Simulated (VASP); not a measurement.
The system is ReSbN.

```xyz
6
Lattice="3.4321 0.0000 0.0000 0.0000 3.4321 0.0000 0.0000 0.0000 8.5926" Properties=species:S:1:pos:R:3 pbc="T T T"
Re    0.0000    1.7161    7.5034
Re    1.7161    0.0000    1.0892
Sb    0.0000    1.7161    2.8653
Sb    1.7161    0.0000    5.7273
N     0.0000    0.0000    0.0000
N     1.7161    1.7161    0.0000
```

* Program: VASP 6.6.1
* Task: relaxation of cell and atoms
* Functional: LDA
* Potentials or basis: VASP PAW LDA potentials, release 64 (Re, Sb, N)
* Cutoff: 600 eV
* k mesh: 8 × 8 × 3
* Occupations: fermi-dirac, width 0.05 eV
* Spin: no spin polarisation
* Hubbard terms: Re d U = 1.0 eV

At the start: pressure -8.3 GPa; volume 16.87 Å³/atom.

Question: How do energy, volume and symmetry change on relaxing?

Answer: Over 14 steps the energy falls by 20.6 meV/atom and the volume is 16.00 Å³/atom (-5.1 %); space group P4/nmm (No. 129, to 0.1 Å) before and after.

The path:
| step | energy change (eV) | largest force (eV/Å) | pressure (GPa) | volume (Å³) |
| --- | --- | --- | --- | --- |
| 1 | 0.0000 | 0.5614 | -8.26 | 101.22 |
| 2 | 0.5632 | 3.9269 | 24.65 | 89.00 |
| 3 | -0.1103 | 0.5260 | -0.65 | 97.49 |
| 4 | -0.1105 | 0.5630 | -0.39 | 97.38 |
| 5 | -0.1191 | 0.2090 | 0.03 | 96.46 |
| 6 | -0.1207 | 0.0608 | -0.09 | 96.71 |
| 7 | -0.1216 | 0.0738 | 0.00 | 96.56 |
| 8 | -0.1222 | 0.0984 | 0.23 | 96.27 |
| 9 | -0.1227 | 0.0782 | -0.08 | 96.30 |
| 10 | -0.1228 | 0.0661 | -0.27 | 96.32 |
| 11 | -0.1234 | 0.0432 | -0.17 | 96.20 |
| 12 | -0.1238 | 0.0252 | 0.07 | 95.97 |
| 13 | -0.1238 | 0.0214 | 0.05 | 95.99 |
| 14 | -0.1238 | 0.0085 | -0.05 | 96.01 |

Final structure:
```
Re Sb N
1.0
     3.37998    0.00000    0.00000
     0.00000    3.37998    0.00000
     0.00000    0.00000    8.40364
Re Sb N
2 2 2
Direct
  0.00000 0.50000 0.87126
  0.50000 0.00000 0.12874
  0.00000 0.50000 0.33528
  0.50000 0.00000 0.66472
  0.00000 0.00000 0.00000
  0.50000 0.50000 0.00000
```

Caveat: U without spin polarisation on a metal has little footing.
